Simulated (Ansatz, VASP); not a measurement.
Two plane-wave programs on Mo

Contents of INCAR:

```
SYSTEM = Mo
PREC     = Accurate       ! precision mode
ENCUT    = 520            ! plane-wave cutoff, eV
EDIFF    = 1E-7           ! SCF threshold, eV
ISMEAR   = 0              ! smearing method
SIGMA    = 0.15           ! smearing width, eV
LREAL    = .FALSE.        ! projectors in reciprocal space
LASPH    = .TRUE.         ! aspherical terms in the spheres
NELM     = 60             ! most SCF steps
ALGO     = Fast           ! electronic algorithm
ISIF     = 2              ! what is computed and relaxed
LWAVE    = .FALSE.        ! write WAVECAR
LCHARG   = .FALSE.        ! write CHGCAR
GGA      = PE             ! functional
NBANDS   = 13             ! bands
```

KPOINTS

```
Automatic mesh
0
G
  30 30 30
  0 0 0
```

File POSCAR:

```
Mo
1.0
   -1.7738256383      1.7738256383      1.2540947262
    1.7738256383     -1.7738256383      1.2540947262
    1.7738256383      1.7738256383     -1.2540947262
Mo
1
Direct
    0.0000000000      0.0000000000      0.0000000000
```

Input for Ansatz:

```yaml
crystal:
  lattice:
    - [-1.7738256383, 1.7738256383, 1.2540947262]
    - [1.7738256383, -1.7738256383, 1.2540947262]
    - [1.7738256383, 1.7738256383, -1.2540947262]
  atoms:
    - { symbol: Mo, position: [0.0, 0.0, 0.0] }
basis:
  ecutwfc: 420
kpoints:
  mp_grid: { grid: [30, 30, 30] }
hamiltonian:
  xc: pbe
scf:
  occupations: { method: gaussian, width: 0.15 }
output:
  forces: true
  stress: true
  eigenvalues: true
```

Alike in both runs: task single point; functional PBE; k mesh 30 × 30 × 30; occupations gaussian, width 0.15 eV; no spin polarisation.

|  | VASP | Ansatz |
| --- | --- | --- |
| version | VASP 6.6.1 | Ansatz 0.2.0 |
| potentials or method | VASP PAW PBE potentials, release 64 (Mo_sv), cutoff 520 eV | scalar-relativistic, plane waves, PAW |
| valence electrons in the cell | 14 | 14 |

Ansatz gave:

```
gap on the k mesh at the Fermi level (eV)                     : none
pressure (GPa)                                                : 13.2
traceless stress, the component that is largest in VASP (GPa) : 24.47
```

Which values does VASP return?

gap on the k mesh at the Fermi level (eV): none; pressure (GPa): 13.7; traceless stress, the component that is largest in VASP (GPa): 24.71.

A gap of «none» marks a metal or a gap that the smearing closes.
